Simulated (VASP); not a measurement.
A run of VASP 6.6.1:

File INCAR:

```
ALGO     = Normal         # electronic algorithm
EDIFF    = 1E-6           # SCF threshold, eV
ENCUT    = 520            # plane-wave cutoff, eV
GGA      = PS             # functional
ISIF     = 2              # what is computed and relaxed
ISMEAR   = 1              # smearing method
LASPH    = T              # aspherical terms in the spheres
LCHARG   = F              # write CHGCAR
LREAL    = F              # projectors in reciprocal space
LWAVE    = F              # write WAVECAR
NBANDS   = 24             # bands
NELM     = 80             # most SCF steps
PREC     = Accurate       # precision mode
SIGMA    = 0.15           # smearing width, eV
```

Contents of KPOINTS:

```
k-points
0
Gamma
  8 8 5
```

POSCAR

```
ZrC
1.0
    3.2985116620      0.0000000000      0.0000000000
   -1.6492558310      2.8565955044      0.0000000000
    0.0000000000      0.0000000000      5.1450464379
Zr C
2 2
Direct
    0.3333333333      0.6666666667      0.2500000000
    0.6666666667      0.3333333333      0.7500000000
    0.0000000000      0.0000000000      0.0000000000
    0.0000000000      0.0000000000      0.5000000000
```

Potentials or basis: VASP PAW PBE potentials, release 64 (Zr_sv, C).

Run with:

```sh
$ cat potpaw_PBE.64/Zr_sv/POTCAR potpaw_PBE.64/C/POTCAR > POTCAR
$ mpirun -np 1 vasp_std > vasp.out
```

Hardware: 1 thread of AMD EPYC 7571 (shared host).

**Question.** How long does it take, and how much memory?

**Answer.** Run time: 120 s on 1 thread of AMD EPYC 7571, on a shared host, peak memory 0.15 GiB. Counts: scf iterations 13, k points 30.
